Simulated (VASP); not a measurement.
Write the native input for VASP 6.6.1 that does the following.

* Task: single point
* Functional: LDA
* Potentials or basis: VASP PAW LDA potentials, release 64 (Mg)
* Cutoff: 520 eV
* k mesh: 18 × 18 × 10
* Occupations: gaussian, width 0.15 eV
* Spin: no spin polarisation
* Dipole correction: no
* Further INCAR settings: ALGO = Normal; EDIFF = 1e-07; NBANDS = 9

The structure of Mg lies in POSCAR:

```
Mg
1.0
    3.5703145799      0.0000000000      0.0000000000
   -1.7851572899      2.7793106748      0.0000000000
    0.0000000000      0.0000000000      5.2103300000
Mg
2
Direct
    0.3333333333      0.6666666667      0.2500000000
    0.6666666667      0.3333333333      0.7500000000
```

This cell differs from its parent crystal: strain +0.1125 x Voigt [1, 0, 0, 0, 0, 0].

The input as run:

INCAR

```
ALGO = Normal ; EDIFF = 1E-7
ENCUT = 520 ; GGA = CA
ISIF = 2 ; ISMEAR = 0
LASPH = T ; LCHARG = T
LELF = T ; LREAL = F
LVHAR = T ; LWAVE = F
NBANDS = 9 ; NELM = 100
PREC = Accurate ; SIGMA = 0.15
```

KPOINTS

```
k-points
0
Gamma
  18 18 10
```

Potentials or basis: VASP PAW LDA potentials, release 64 (Mg).

Command:

```console
$ cat potpaw_LDA.64/Mg/POTCAR > POTCAR
$ mpirun -np 1 vasp_std > vasp.out
```

It gave:

```yaml
Pressure: -4.9 GPa
Largest_force: 0.059 eV/Å
Band_gap_on_the_k_mesh: zero (band 2 reaches 3.06 eV, above the bottom of band 3 at 1.08 eV)
```

Caveat: the cell differs from its parent crystal (strain +0.1125 x Voigt [1, 0, 0, 0, 0, 0]).

Run time: 2.6 min on 1 thread of AMD EPYC 9R45 (Zen 5), with other jobs on the host, peak memory 0.32 GiB.
